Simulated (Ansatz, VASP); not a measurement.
## One calculation of C, two programs

```xyz
2
Lattice="2.1273 -1.2283 0.0000 2.1273 1.2283 0.0000 -1.3791 0.0000 3.5028" Properties=species:S:1:pos:R:3 pbc="T T T"
C    -0.6699    0.0000    3.5025
C     3.5455    0.0000    0.0003
```

Alike in both runs: task relaxation of cell and atoms; functional PBEsol-based global hybrid with a share of 0.25 of exact exchange; k mesh 7 × 7 × 4; occupations fermi-dirac, width 0.05 eV; no spin polarisation.

```csv
,VASP,Ansatz
version,VASP 6.6.1,Ansatz 0.2.0
potentials or method,"VASP PAW PBE potentials, release 64 (C)",Ansatz PAW
plane-wave cutoff (eV),600,420
valence electrons in the cell,8,8
```

|  | VASP | Ansatz | Ansatz less VASP |
| --- | --- | --- | --- |
| gap on the k mesh at the Fermi level, each at its own relaxed structure (eV) | 3.53 | 3.64 | +0.109 |
| relaxed volume (Å³/atom) | 9.07 | 9.37 | +0.301 |
| relaxed length of the cell vector where the two differ most in proportion (Å) | 3.762 | 3.885 | +0.1226 |

VASP's potentials were made for PBE, not for PBEsol-based global hybrid.

The k mesh is coarse, so the values compare programs but aren't converged. Noted on Ansatz's run: odd divisions of the mesh miss points on the zone boundary, where band edges often lie, so the gap on the mesh can be too wide; the plane-wave basis is chosen anew once the cell has moved, so the energies of steps on either side of that aren't comparable.
